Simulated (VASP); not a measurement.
# KEu3 (Pm-3m) in VASP: settings compared, part 2 of 2

VASP 6.6.1. Earlier steps stand in the parts before.

## Step 3: Single point, RPBE, collinear spin, ferromagnetic start

Contents of INCAR:

```
SYSTEM = KEu3
  PREC = Accurate
  ENCUT = 520
  EDIFF = 1E-6
  ISMEAR = -1
  SIGMA = 0.15
  LREAL = .FALSE.
  LASPH = .TRUE.
  NELM = 150
  ALGO = Normal
  ISIF = 2
  LWAVE = .FALSE.
  LCHARG = .FALSE.
  ISPIN = 2
  MAGMOM = 0 7 7 7
  LORBIT = 11
  LMAXMIX = 6
  GGA = RP
  NBANDS = 42
```

Contents of KPOINTS:

```
Automatic mesh
0
G
  4 4 4
  0 0 0
```

Contents of POSCAR:

```
KEu3
1.0
    5.8850400000      0.0000000000      0.0000000000
    0.0000000000      5.8850400000      0.0000000000
    0.0000000000      0.0000000000      5.8850400000
K Eu
1 3
Direct
    0.0000000000      0.0000000000      0.0000000000
    0.0000000000      0.5000000000      0.5000000000
    0.5000000000      0.0000000000      0.5000000000
    0.5000000000      0.5000000000      0.0000000000
```

Potentials or basis: VASP PAW PBE potentials, release 64 (K_sv, Eu).

On the command line:

```console
$ cat potpaw_PBE.64/K_sv/POTCAR potpaw_PBE.64/Eu/POTCAR > POTCAR
$ mpirun -np 1 vasp_std > vasp.out
```

OUTCAR:

```text
SYSTEM = KEu3
   PREC = Accurate
   ENCUT = 520
   EDIFF = 1E-6
   ISMEAR = -1
   LREAL = .FALSE.
   LASPH = .TRUE.
   NELM = 150
   ISIF = 2
   ISPIN = 2
   LORBIT = 11
   GGA = RP

 ion  position               nearest neighbor table
   1  0.000  0.000  0.000-
   2  0.000  0.500  0.500-
   3  0.500  0.000  0.500-
   4  0.500  0.500  0.000-

  LATTYP: Found a simple cubic cell.
 ALAT       =     5.8850400000

  Lattice vectors:

 A1 = (   5.8850400000,   0.0000000000,   0.0000000000)
 A2 = (   0.0000000000,   5.8850400000,   0.0000000000)
 A3 = (   0.0000000000,   0.0000000000,   5.8850400000)

Analysis of symmetry for initial positions (statically):
=====================================================================
 Subroutine PRICEL returns:
 Original cell was already a primitive cell.

 Routine SETGRP: Setting up the symmetry group for a
 simple cubic supercell.

 Subroutine GETGRP returns: Found 48 space group operations
 (whereof 48 operations were pure point group operations)
 out of a pool of 48 trial point group operations.

The static configuration has the point symmetry O_h .

Analysis of symmetry for dynamics (positions and initial velocities):
=====================================================================
 Subroutine PRICEL returns:
 Original cell was already a primitive cell.

 Routine SETGRP: Setting up the symmetry group for a
 simple cubic supercell.

 Subroutine GETGRP returns: Found 48 space group operations
[... 147 lines left out ...]
  ---------------------------------------------------
  ext. energy  EPLUGINS =         0.00000000
  ---------------------------------------------------
  free energy    TOTEN  =       -34.17412043 eV

  energy without entropy =      -33.69780030  energy(sigma->0) =      -33.93596037

 E-fermi :   1.3891     XC(G=0):  -7.6048

 val. band max:        1.3758662299   @ k =   0.2500   0.2500   0.0000
 cond. band min:       1.4357278612   @ k =   0.5000   0.5000   0.2500
 fundamental gap:      0.0598616313
 Fermi energy:         1.3890625512

 spin component 1

 k-point     1 :       0.0000    0.0000    0.0000
  band No.  band energies     occupation
      1     -40.6878      1.00000
      2     -40.6750      1.00000
      3     -40.6750      1.00000
      4     -29.8264      1.00000
      5     -19.5286      1.00000
      6     -19.5286      1.00000
[... 439 lines left out ...]
     41       0.7727      0.98384
     42       1.3746      0.52415
 Fermi energy:         1.3890625512

 spin component 2

 k-point     1 :       0.0000    0.0000    0.0000
  band No.  band energies     occupation
      1     -37.4698      1.00000
      2     -37.4525      1.00000
      3     -37.4525      1.00000
      4     -29.8121      1.00000
      5     -17.2308      1.00000
      6     -17.2308      1.00000
[... 439 lines left out ...]
     41       5.4779      0.00000
     42       5.6191      0.00000

------------------------ aborting loop because EDIFF is reached ----------------------------------------

  FORCE on cell =-STRESS in cart. coord.  units (eV):
  Direction    XX          YY          ZZ          XY          YZ          ZX
  --------------------------------------------------------------------------------------
  -------------------------------------------------------------------------------------
  Total        0.5796628      0.5796628      0.5796628     -0.0000000      0.0000000      0.0000000
  in kB        4.5565669      4.5565669      4.5565669     -0.0000000      0.0000000      0.0000000
  external PRESSURE =       4.5565669 kB  Pullay stress =       0.0000000 kB

 VOLUME and BASIS-vectors are now :
 -----------------------------------------------------------------------------
  energy-cutoff  :      520.00
  volume of cell :      203.82
      direct lattice vectors                 reciprocal lattice vectors
     5.885040000  0.000000000  0.000000000     0.169922379  0.000000000  0.000000000
     0.000000000  5.885040000  0.000000000     0.000000000  0.169922379  0.000000000
     0.000000000  0.000000000  5.885040000     0.000000000  0.000000000  0.169922379

 POSITION                                       TOTAL-FORCE (eV/Angst)
 -----------------------------------------------------------------------------------
      0.00000      0.00000      0.00000         0.000000      0.000000      0.000000
      0.00000      2.94252      2.94252         0.000000      0.000000      0.000000
      2.94252      0.00000      2.94252         0.000000      0.000000      0.000000
      2.94252      2.94252      0.00000         0.000000      0.000000      0.000000
 -----------------------------------------------------------------------------------
    total drift:                                0.000000     -0.000000     -0.000000

  FREE ENERGIE OF THE ION-ELECTRON SYSTEM (eV)
  ---------------------------------------------------
  free  energy   TOTEN  =       -34.1741204279 eV

  energy  without entropy=      -33.6978003040  energy(sigma->0) =      -33.93596037

 total charge

# of ion       s       p       d       f       tot
--------------------------------------------------
    1        1.992   5.589   0.025   0.000   7.605
    2        2.083   5.746   0.213   6.697  14.739
    3        2.083   5.746   0.213   6.697  14.739
    4        2.083   5.746   0.213   6.697  14.739
--------------------------------------------------
tot          8.242  22.827   0.663  20.092  51.823

 magnetization (x)

# of ion       s       p       d       f       tot
--------------------------------------------------
    1        0.002   0.006   0.005   0.000   0.013
    2       -0.000  -0.106   0.114   6.696   6.704
    3       -0.000  -0.106   0.114   6.696   6.704
    4       -0.000  -0.106   0.114   6.696   6.704
--------------------------------------------------
tot          0.001  -0.310   0.346  20.088  20.125
```

OSZICAR:

```text
N       E                     dE             d eps       ncg     rms          rms(c)
DAV:   1     0.706650048737E+03    0.70665E+03   -0.20076E+04  2052   0.540E+03
DAV:   2     0.233015664890E+03   -0.47363E+03   -0.41041E+03  2560   0.652E+02
DAV:   3     0.156787453664E+02   -0.21734E+03   -0.21275E+03  2452   0.355E+02
[... 12 lines left out ...]
DAV: 102    -0.341741151310E+02   -0.11613E-05   -0.11637E-05  1116   0.592E-03    0.141E-03
DAV: 103    -0.341741162612E+02   -0.11302E-05   -0.11265E-05  1116   0.475E-03    0.158E-03
DAV: 104    -0.341741173507E+02   -0.10895E-05   -0.10914E-05  1116   0.551E-03    0.158E-03
DAV: 105    -0.341741184126E+02   -0.10619E-05   -0.10597E-05  1116   0.443E-03    0.172E-03
DAV: 106    -0.341741194386E+02   -0.10260E-05   -0.10219E-05  1116   0.523E-03    0.184E-03
DAV: 107    -0.341741204279E+02   -0.98934E-06   -0.98710E-06  1116   0.404E-03
   1 F= -.34174120E+02 E0= -.33935960E+02  d E =-.476320E+00  mag=    22.2019
```

stdout:

```text
POSCAR found type information on POSCAR K Eu
 POSCAR found :  2 types and       4 ions
 scaLAPACK will be used
 -----------------------------------------------------------------------------
[... 28 lines left out ...]
|     a few unoccupied bands to accelerate the convergence of                 |
|     molecular-dynamics runs (even for insulators or semiconductors),        |
|     since the presence of unoccupied bands improves wavefunction            |
|     prediction and helps to suppress 'band-crossings'.                      |
|                                                                             |
 -----------------------------------------------------------------------------
```

It took 23 min on 1 thread of Intel Xeon Platinum 8259CL at 2.50GHz (Skylake/Cascade Lake), shared host; peak memory 0.47 GiB.

What came out:

* Free energy: -34.1741 eV
* Pressure: 0.5 GPa
* Net moment: 22.20 μB per cell
* Site moments: K +0.01; Eu +6.70 μB
* Valence electrons inside the program's atomic spheres: K 7.61; Eu 14.74

Levels at points of the mesh, in eV from the Fermi level:
Spin up:
```
           k point  band 39  band 40  band 41  band 42
(0.00, 0.00, 0.00)    -0.64    -0.64    -0.64    -0.09
(0.50, 0.00, 0.00)    -0.64    -0.38     0.19     0.34
(0.50, 0.50, 0.00)    -0.65    -0.63    -0.62     0.26
(0.50, 0.50, 0.50)    -0.62    -0.62    -0.62    -0.01
```
Spin down:
```
           k point  band 17  band 18  band 19  band 20  band 21  band 22
(0.00, 0.00, 0.00)    -3.19    -0.34    -0.18    -0.18     0.73     0.73
(0.50, 0.00, 0.00)    -2.00    -1.63     0.30     0.74     1.08     1.08
(0.50, 0.50, 0.00)    -0.88    -0.88    -0.72    -0.33     1.15     1.22
(0.50, 0.50, 0.50)    -0.69    -0.69    -0.69    -0.36     0.86     0.88
```

Caveat: the highest band is partly filled, so the run has too few bands; the PAW data sets were made with another functional, which shifts forces and pressure a little; spin-orbit coupling is left out, which moves the levels of the heavy elements; semilocal functionals describe open f shells poorly, which spoils levels, moments and volumes. The state reached can hang on the start; a lower one may exist.
